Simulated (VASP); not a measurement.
# BN (Imm2) in VASP: further runs

The runs below take BN through single point, with PBE+D3(BJ).

Program: VASP 6.6.1. These are calculated values, not measurements. Logs are shortened: lines on timing, memory, paths and dates and some standing lists are left out, and cuts for length are marked.

### 1 The cell of the first run

Symmetry: Imm2, No. 44, orthorhombic system. Conventional cell: a = 5.015 Å, b = 6.679 Å, c = 4.338 Å, α = 90.00°, β = 90.00°, γ = 90.00°. B (site symmetry mm2) has 3 N at 1.36 to 1.65 Å within 1.8 Å. Within 1.9 Å of B (site symmetry mm2) lie 3 N at 1.45 Å. B (site symmetry m) has 3 N at 1.45 Å within 1.9 Å. Within 1.9 Å of N (site symmetry mm2) lie 3 B at 1.45 to 1.65 Å. N (site symmetry mm2) has 3 B at 1.45 Å within 1.9 Å. Within 1.8 Å of N (site symmetry m) lie 3 B at 1.36 to 1.45 Å.

### 2 Single point, PBE+D3(BJ) (atom 1 (B) moved -0.200 Å towards its neighbour atom 5 (N) at 1.447 Å)

The input, INCAR:

```
  PREC = Accurate
  ENCUT = 520
  EDIFF = 1E-6
  ISMEAR = 0
  SIGMA = 0.05
  LREAL = False
  LASPH = True
  NELM = 60
  ALGO = Normal
  ISIF = 2
  LWAVE = False
  LCHARG = False
  GGA = PE
  IVDW = 12
  NBANDS = 26
```

The input, KPOINTS:

```
regular mesh
0
Gamma
  6 6 6
```

The input, POSCAR:

```
BN
1.0
    0.0000000000      0.0000000000      4.3376638211
    2.5076849351      3.3394821895      2.1688319106
   -2.5076849351      3.3394821895      2.1688319106
B N
4 4
Direct
    0.5462146424      0.7500000000      0.2500000000
    0.5001068737      0.2500000000      0.7500000000
    0.0001068737      0.5000000000      0.5000000000
    0.0001068737      1.0000000000      0.0000000000
    0.1665931163      0.7500000000      0.2500000000
    0.1665931163      0.2500000000      0.7500000000
    0.6665931163      0.5000000000      0.5000000000
    0.6665931163      0.0000000000      0.0000000000
```

Potentials or basis: VASP PAW PBE potentials, release 64 (B, N).

Run with:

```
$ cat potpaw_PBE.64/B/POTCAR potpaw_PBE.64/N/POTCAR > POTCAR
$ mpirun -np 1 vasp_std > vasp.out
```

OUTCAR:

```text
PREC = Accurate
   ENCUT = 520
   EDIFF = 1E-6
   ISMEAR = 0
   LREAL = False
   LASPH = True
   NELM = 60
   ISIF = 2
   GGA = PE
   IVDW = 12
 IVDW          = 12

 ion  position               nearest neighbor table
   1  0.546  0.750  0.250-   7 1.36   8 1.36   5 1.65
   2  0.500  0.250  0.750-   6 1.45   8 1.45   7 1.45
   3  0.000  0.500  0.500-   7 1.45   6 1.45   5 1.45
   4  0.000  0.000  0.000-   8 1.45   5 1.45   6 1.45
   5  0.167  0.750  0.250-   4 1.45   3 1.45   1 1.65
   6  0.167  0.250  0.750-   2 1.45   3 1.45   4 1.45
   7  0.667  0.500  0.500-   1 1.36   3 1.45   2 1.45
   8  0.667  0.000  0.000-   1 1.36   4 1.45   2 1.45

  LATTYP: Found a body centered orthorhombic cell.
 ALAT       =     4.3376638211
 B/A-ratio  =     1.1562375687
 C/A-ratio  =     1.5397607225

  Lattice vectors:

 A1 = (  -2.5076849351,  -3.3394821895,  -2.1688319106)
 A2 = (   2.5076849351,  -3.3394821895,   2.1688319105)
 A3 = (  -2.5076849351,   3.3394821895,   2.1688319106)

Analysis of symmetry for initial positions (statically):
=====================================================================
 Subroutine PRICEL returns:
 Original cell was already a primitive cell.

 Routine SETGRP: Setting up the symmetry group for a
 body centered orthorhombic supercell.

 Subroutine GETGRP returns: Found  4 space group operations
 (whereof  2 operations were pure point group operations)
 out of a pool of  8 trial point group operations.

The static configuration has the point symmetry C_1h.
 The point group associated with its full space group is C_2v.

Analysis of symmetry for dynamics (positions and initial velocities):
=====================================================================
 Subroutine PRICEL returns:
 Original cell was already a primitive cell.

 Routine SETGRP: Setting up the symmetry group for a
 body centered orthorhombic supercell.

 Subroutine GETGRP returns: Found  4 space group operations
 (whereof  2 operations were pure point group operations)
 out of a pool of  8 trial point group operations.

The dynamic configuration has the point symmetry C_1h.
 The point group associated with its full space group is C_2v.

 Subroutine INISYM returns: Found  4 space group operations
 (whereof  2 operations are pure point group operations),
 and found     1 'primitive' translations

----------------------------------------------------------------------------------------

                                     Primitive cell

  volume of cell :      72.6504

  direct lattice vectors                    reciprocal lattice vectors
     0.000000000  0.000000000  4.337663821     0.000000000 -0.149723811  0.230538843
     2.507684935  3.339482189  2.168831911     0.199387089  0.149723811  0.000000000
    -2.507684935  3.339482189  2.168831911    -0.199387089  0.149723811  0.000000000

  length of vectors
     4.337663821  4.705789720  4.705789720     0.274891575  0.249344001  0.249344001

  position of ions in fractional coordinates (direct lattice)
     0.546214642  0.750000000  0.250000000
     0.500106874  0.250000000  0.750000000
     0.000106874  0.500000000  0.500000000
     0.000106874  0.000000000  0.000000000
     0.166593116  0.750000000  0.250000000
     0.166593116  0.250000000  0.750000000
     0.666593116  0.500000000  0.500000000
     0.666593116  0.000000000  0.000000000

  ion indices of the primitive-cell ions
   primitive index   ion index
                 1           1
                 2           2
                 3           3
                 4           4
                 5           5
                 6           6
                 7           7
                 8           8

----------------------------------------------------------------------------------------

 KPOINTS: regular mesh

Automatic generation of k-mesh.
 Grid dimensions read from file:
 generate k-points for:    6    6    6

 Generating k-lattice:

  Cartesian coordinates                     Fractional coordinates (reciprocal lattice)
     0.000000000 -0.024953968  0.038423141     0.166666667  0.000000000  0.000000000
     0.033231182  0.024953968  0.000000000     0.000000000  0.166666667 -0.000000000
    -0.033231182  0.024953968  0.000000000     0.000000000 -0.000000000  0.166666667

  Length of vectors
     0.045815262  0.041557334  0.041557334

  Shift w.r.t. Gamma in fractional coordinates (k-lattice)
     0.000000000  0.000000000  0.000000000

 Subroutine IBZKPT returns following result:
 ===========================================

 Found     46 irreducible k-points:

 Following reciprocal coordinates:
            Coordinates               Weight
  0.000000  0.000000  0.000000      1.000000
  0.166667  0.000000  0.000000      4.000000
  0.333333  0.000000  0.000000      4.000000
  0.500000  0.000000  0.000000      2.000000
  0.000000  0.166667  0.000000      4.000000
  0.166667  0.166667 -0.000000      4.000000
[... 16 lines left out ...]
  0.500000  0.166667  0.166667      4.000000
 -0.333333  0.166667  0.166667      4.000000
 [... further k-points ...]
   k-points           NKPTS =     46   k-points in BZ     NKDIM =     46   number of bands    NBANDS=     26
   number of dos      NEDOS =    301   number of ions     NIONS =      8
   total plane-waves  NPLWV =  41472
   dimension x,y,z NGX =    32 NGY =   36 NGZ =   36
   dimension x,y,z NGXF=    64 NGYF=   72 NGZF=   72
   ions per type =               4   4
   NGX,Y,Z   is equivalent  to a cutoff of  12.26, 12.72, 12.72 a.u.
   NGXF,Y,Z  is equivalent  to a cutoff of  24.53, 25.44, 25.44 a.u.
 SYSTEM =  unknown system
   PREC   = accura    normal or accurate (medium, high low for compatibility)
   ISTART =      0    job   : 0-new  1-cont  2-samecut
   ICHARG =      2    charge: 1-file 2-atom 10-const
   ISPIN  =      1    spin polarized calculation?
   LNONCOLLINEAR =      F non collinear calculations
   LSORBIT =      F    spin-orbit coupling
   LASPH  =      T    aspherical Exc in radial PAW
   ENCUT  =  520.0 eV  38.22 Ry    6.18 a.u.   8.07  8.75  8.75*2*pi/ulx,y,z
   NELM   =     60;   NELMIN=  2; NELMDL= -5     # of ELM steps
   EDIFF  = 0.1E-05   stopping-criterion for ELM
   LREAL  =      F    real-space projection
   EDIFFG = 0.1E-04   stopping-criterion for IOM
   NSW    =      0    number of steps for IOM
   IBRION =     -1    ionic relax: 0-MD 1-quasi-New 2-CG
   NFREE  =      0    steps in history (QN), initial steepest desc. (CG)
   ISIF   =      2    stress and relaxation
   ISYM   =      2    0-nonsym 1-usesym 2-fastsym
   POTIM  = 0.5000    time-step for ionic-motion
   TEBEG  =    0.0;   TEEND  =   0.0 temperature during run
   PSTRESS=    0.0 pullay stress
   NELECT =      32.0000    total number of electrons
   NUPDOWN=      -1.0000    fix difference up-down
   EMIN   =  10.00;   EMAX   =-10.00  energy-range for DOS
   EFERMI =   0.00;   METHOD = LEGACY
   ISMEAR =     0;   SIGMA  =   0.05  broadening in eV -4-tet -1-fermi 0-gaus
   EFERMI_NEDOS =   21; number of points for ismear=-14 and -15
   IALGO  =     38    algorithm
   IMIX   =      4    mixing-type and parameters
     AMIX     =   0.40;   BMIX     =  1.00
     AMIX_MAG =   1.60;   BMIX_MAG =  1.00
  volume/ion in A,a.u.               =       9.08        61.28
  Fermi-wavevector in a.u.,A,eV,Ry     =   1.245601  2.353844 21.109725  1.551521
  Thomas-Fermi vector in A             =   2.379816
   LORBIT       =      0    0 simple, 1 ext, 2 COOP (PROOUT), +10 PAW based schemes
   GGA     = PE    functional components
   LHFCALC =     F    Hartree Fock is set to
   AEXX    =    0.0000 exact exchange contribution
   IVDW    =    12    specifies the selected vdW correction
   LEPSILON=     F    determine dielectric tensor
   LRPA    =     F    only Hartree local field effects (RPA)
 non-spin polarized calculation
 Gauss-broadening in eV      SIGMA  =   0.05
  energy-cutoff  :      520.00
  volume of cell :       72.65
 maximum number of plane-waves:      1981
   NGX = 17   NGY = 17   NGZ = 17

 number of electron      31.9999997 magnetization

 Free energy of the ion-electron system (eV)
  ---------------------------------------------------
  ext. energy  EPLUGINS =         0.00000000
  ---------------------------------------------------
  free energy    TOTEN  =       -69.49137347 eV

  energy without entropy =      -69.49137347  energy(sigma->0) =      -69.49137347

 E-fermi :   2.6203     XC(G=0): -10.0298

 val. band max:        2.3555322869   @ k =   0.0000  -0.1667   0.1667
 cond. band min:       6.3507058886   @ k =   0.0000   0.0000   0.0000
 fundamental gap:      3.9951736017
 Fermi energy:         2.6202776120

 k-point     1 :       0.0000    0.0000    0.0000
  band No.  band energies     occupation
      1     -15.6649      2.00000
      2     -13.0000      2.00000
      3     -12.5051      2.00000
      4     -11.7123      2.00000
      5      -6.4473      2.00000
      6      -5.8574      2.00000
[... 18 lines left out ...]
     25      15.3135      0.00000
     26      15.5977      0.00000

 k-point     2 :       0.1667    0.0000    0.0000
  band No.  band energies     occupation
      1     -15.5195      2.00000
      2     -12.9913      2.00000
      3     -12.7424      2.00000
      4     -11.8182      2.00000
      5      -6.2809      2.00000
      6      -5.8422      2.00000
[... 18 lines left out ...]
     25      14.9090      0.00000
     26      15.2504      0.00000

 k-point     3 :       0.3333    0.0000    0.0000
  band No.  band energies     occupation
      1     -15.1148      2.00000
      2     -13.4093      2.00000
      3     -12.9733      2.00000
      4     -11.8717      2.00000
      5      -6.8317      2.00000
      6      -6.1868      2.00000
[... 572 lines left out ...]
 k-point    23 :       0.5000    0.1667    0.1667
  band No.  band energies     occupation
      1     -14.7379      2.00000
      2     -13.9157      2.00000
      3     -12.9644      2.00000
      4     -11.8682      2.00000
      5      -7.0561      2.00000
      6      -6.3978      2.00000
[... 18 lines left out ...]
     25      13.6352      0.00000
     26      15.2781      0.00000

 k-point    24 :      -0.3333    0.1667    0.1667
  band No.  band energies     occupation
      1     -15.0007      2.00000
      2     -13.4965      2.00000
      3     -12.9999      2.00000
      4     -11.9100      2.00000
      5      -6.8117      2.00000
      6      -6.1753      2.00000
[... 18 lines left out ...]
     25      14.0105      0.00000
     26      14.9458      0.00000

 [... further k-points ...]

------------------------ aborting loop because EDIFF is reached ----------------------------------------

 Edisp (eV)   -1.11948

 E8    (eV) :    -0.3277

  FORCE on cell =-STRESS in cart. coord.  units (eV):
  Direction    XX          YY          ZZ          XY          YZ          ZX
  --------------------------------------------------------------------------------------
  -------------------------------------------------------------------------------------
  Total       4.39254    -0.15054     0.16491     0.00000    -0.00000    -0.00000
  in kB      96.86984    -3.31980     3.63686     0.00000    -0.00000    -0.00000
  external pressure =       32.40 kB  Pullay stress =        0.00 kB

 VOLUME and BASIS-vectors are now :
 -----------------------------------------------------------------------------
  energy-cutoff  :      520.00
  volume of cell :       72.65
      direct lattice vectors                 reciprocal lattice vectors
     0.000000000  0.000000000  4.337663821     0.000000000 -0.149723811  0.230538843
     2.507684935  3.339482189  2.168831911     0.199387089  0.149723811  0.000000000
    -2.507684935  3.339482189  2.168831911    -0.199387089  0.149723811  0.000000000

 POSITION                                       TOTAL-FORCE (eV/Angst)
 -----------------------------------------------------------------------------------
      1.25384      3.33948      4.53813         0.000000     -0.000000     -7.369249
     -1.25384      3.33948      4.33813         0.000000     -0.000000     -0.750263
      0.00000      3.33948      2.16930         0.241386     -0.000000      1.107401
      0.00000      0.00000      0.00046        -0.241386     -0.000000      1.107401
      1.25384      3.33948      2.89146         0.000000     -0.000000      1.692285
     -1.25384      3.33948      2.89146         0.000000      0.000000      0.314875
      0.00000      3.33948      5.06029        -2.040361     -0.000000      1.948775
      0.00000      0.00000      2.89146         2.040361     -0.000000      1.948775
 -----------------------------------------------------------------------------------
    total drift:                               -0.000000     -0.000014     -0.000091

  FREE ENERGIE OF THE ION-ELECTRON SYSTEM (eV)
  ---------------------------------------------------
  free  energy   TOTEN  =       -70.6108508906 eV

  energy  without entropy=      -70.6108508906  energy(sigma->0) =      -70.61085089
```

Wall time 38 s (1 thread of Intel Xeon 6975P-C (Granite Rapids), shared host); peak memory 0.22 GiB.

What came out:

```
Free energy                : -70.6109 eV
Pressure                   : 3.2 GPa
Largest force              : 7.369 eV/Å
Band gap on the k mesh     : 4.00 eV (least direct gap 4.12 eV)
Dispersion energy per atom : -0.140 eV
```

Forces on the atoms (eV/Å):
```
B    0.000  0.000 -7.369
B    0.000  0.000 -0.750
B    0.241  0.000  1.107
B   -0.241  0.000  1.107
N    0.000  0.000  1.692
N    0.000  0.000  0.315
N   -2.040  0.000  1.949
N    2.040  0.000  1.949
```

Levels at points of the mesh, in eV from the valence-band top:
```tsv
k point	band 13	band 14	band 15	band 16	band 17	band 18	band 19	band 20
(0.00, 0.00, 0.00)	-1.95	-1.85	-1.34	-0.81	4.00	5.04	5.58	5.91
(0.50, 0.00, 0.00)	-3.27	-2.78	-1.35	-0.61	4.14	4.62	7.99	8.07
(0.00, 0.50, 0.00)	-3.08	-2.12	-0.49	-0.36	4.52	5.10	8.00	8.12
(0.50, 0.50, 0.00)	-3.44	-3.25	-2.13	-1.56	7.07	7.28	7.37	7.74
(0.00, 0.50, 0.50)	-1.05	-0.79	-0.75	-0.19	5.00	5.42	6.42	9.17
```

Caveat: the cell differs from its parent crystal (atom 1 (B) moved -0.200 Å towards its neighbour atom 5 (N) at 1.447 Å); the cell stands under pressure; forces of over 1 eV/Å act on the atoms, so gaps and moduli don't describe the material at rest. A k mesh can miss the band edges.

### 3 Single point, PBE+D3(BJ) (atom 1 (B) moved +0.133 Å towards its neighbour atom 5 (N) at 1.447 Å)

The input, INCAR:

```
SYSTEM = BN
  PREC = Accurate
  ENCUT = 520
  EDIFF = 1E-6
  ISMEAR = 0
  SIGMA = 0.05
  LREAL = .FALSE.
  LASPH = .TRUE.
  NELM = 60
  ALGO = Normal
  ISIF = 2
  LWAVE = .FALSE.
  LCHARG = .TRUE.
  GGA = PE
  IVDW = 12
  LELF = .TRUE.
  LVHAR = .TRUE.
  NBANDS = 26
```

The input, KPOINTS:

```
Automatic mesh
0
G
  6 6 6
  0 0 0
```

POSCAR: that of step 2 with these lines changed.

```diff
@@ -8,3 +8,3 @@
 Direct
-    0.5462146424      0.7500000000      0.2500000000
+    0.4693760459      0.7500000000      0.2500000000
     0.5001068737      0.2500000000      0.7500000000
```

Potentials or basis: VASP PAW PBE potentials, release 64 (B, N).

Run with:

```
$ cat potpaw_PBE.64/B/POTCAR potpaw_PBE.64/N/POTCAR > POTCAR
$ mpirun -np 1 vasp_std > vasp.out
```

OUTCAR:

```text
SYSTEM = BN
   PREC = Accurate
   ENCUT = 520
   EDIFF = 1E-6
   ISMEAR = 0
   LREAL = .FALSE.
   LASPH = .TRUE.
   NELM = 60
   ISIF = 2
   GGA = PE
   IVDW = 12
 IVDW          = 12

 ion  position               nearest neighbor table
   1  0.469  0.750  0.250-   5 1.31   7 1.52   8 1.52
   2  0.500  0.250  0.750-   6 1.45   8 1.45   7 1.45
   3  0.000  0.500  0.500-   7 1.45   6 1.45   5 1.45
   4  0.000  0.000  0.000-   8 1.45   5 1.45   6 1.45
   5  0.167  0.750  0.250-   1 1.31   4 1.45   3 1.45
[... 918 lines left out ...]
  Total      -0.75640    -0.08191     3.67762     0.00000    -0.00000     0.00000
  in kB     -16.68099    -1.80648    81.10338     0.00000    -0.00000     0.00000
  external pressure =       20.87 kB  Pullay stress =        0.00 kB

 VOLUME and BASIS-vectors are now :
 -----------------------------------------------------------------------------
  energy-cutoff  :      520.00
  volume of cell :       72.65
      direct lattice vectors                 reciprocal lattice vectors
     0.000000000  0.000000000  4.337663821     0.000000000 -0.149723811  0.230538843
     2.507684935  3.339482189  2.168831911     0.199387089  0.149723811  0.000000000
    -2.507684935  3.339482189  2.168831911    -0.199387089  0.149723811  0.000000000

 POSITION                                       TOTAL-FORCE (eV/Angst)
 -----------------------------------------------------------------------------------
      1.25384      3.33948      4.20483         0.000000      0.000000      8.082674
     -1.25384      3.33948      4.33813         0.000000     -0.000000      0.559032
      0.00000      3.33948      2.16930        -0.300156      0.000000     -0.830200
      0.00000      0.00000      0.00046         0.300156      0.000000     -0.830200
      1.25384      3.33948      2.89146         0.000000      0.000000     -4.469968
     -1.25384      3.33948      2.89146         0.000000     -0.000000     -0.177036
      0.00000      3.33948      5.06029         0.656118      0.000000     -1.167151
      0.00000      0.00000      2.89146        -0.656118      0.000000     -1.167151
 -----------------------------------------------------------------------------------
    total drift:                               -0.000000     -0.000019     -0.000339

  FREE ENERGIE OF THE ION-ELECTRON SYSTEM (eV)
  ---------------------------------------------------
  free  energy   TOTEN  =       -70.9227413032 eV

  energy  without entropy=      -70.9227413032  energy(sigma->0) =      -70.92274130
```

Run time: 37 s. Hardware: 1 thread of Intel Xeon 6975P-C (Granite Rapids), shared host; peak memory 0.22 GiB.

What came out:

- Free energy: -70.9227 eV
- Pressure: 2.1 GPa
- Largest force: 8.083 eV/Å
- Band gap on the k mesh: 3.35 eV
- Dispersion energy per atom: -0.140 eV

Forces in eV/Å, atoms in the order of the input:
```
B    0.000  0.000  8.083
B    0.000  0.000  0.559
B   -0.300  0.000 -0.830
B    0.300  0.000 -0.830
N    0.000  0.000 -4.470
N    0.000  0.000 -0.177
N    0.656  0.000 -1.167
N   -0.656  0.000 -1.167
```

Stress tensor (GPa, compression positive):
```
-1.67  0.00  0.00
 0.00 -0.18  0.00
 0.00  0.00  8.11
```

Levels at points of the mesh, in eV from the valence-band top:
```tsv
k point	band 13	band 14	band 15	band 16	band 17	band 18	band 19	band 20
(0.00, 0.00, 0.00)	-1.86	-1.72	-1.48	-1.05	3.35	5.00	5.90	6.25
(0.50, 0.00, 0.00)	-3.42	-2.38	-1.44	-0.91	4.44	4.82	7.84	7.93
(0.00, 0.50, 0.00)	-3.57	-3.00	-0.38	-0.29	4.30	4.55	8.07	8.12
(0.50, 0.50, 0.00)	-3.85	-3.44	-2.10	-1.75	6.95	7.19	7.46	7.63
(0.00, 0.50, 0.50)	-1.21	-1.09	-0.58	-0.31	5.29	5.59	5.73	9.33
```

Caveat: the cell differs from its parent crystal (atom 1 (B) moved +0.133 Å towards its neighbour atom 5 (N) at 1.447 Å); forces of over 1 eV/Å act on the atoms, so gaps and moduli don't describe the material at rest.

(Continued in part 2 of 2.)
